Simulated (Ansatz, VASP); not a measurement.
One calculation of BP, two programs

```
P B
1.0
     0.00000    2.26900    2.26900
     2.26900    0.00000    2.26900
     2.26900    2.26900    0.00000
P B
1 1
Direct
  0.75000 0.75000 0.75000
  0.00000 0.00000 0.00000
```

Alike in both runs: functional HF; k mesh 6 × 6 × 6; occupations fermi-dirac, width 0.05 eV; no spin polarisation.

|  | VASP | Ansatz |
| --- | --- | --- |
| version | VASP 6.6.1 | Ansatz 0.2.0 |
| potentials or method | VASP PAW PBE potentials, release 64 (P, B) | Ansatz PAW |
| plane-wave cutoff (eV) | 520 | 420 |
| valence electrons in the cell | 8 | 8 |
| task | single point | band structure |

|  | VASP | Ansatz | Ansatz less VASP |
| --- | --- | --- | --- |
| gap on the k mesh at the Fermi level (eV) | 8.09 | 7.99 | -0.102 |
| least direct gap on the mesh (eV) | 10.85 | 10.73 | -0.116 |
| pressure (GPa) | 3.8 | 5.7 | +1.90 |

VASP's potentials were made for PBE, not for HF. The functional is the same, so the differences come from potentials, cutoffs and numerics.

Noted on Ansatz's run: the k mesh misses the band edges, so the gap on the mesh is wider than the one along the path.
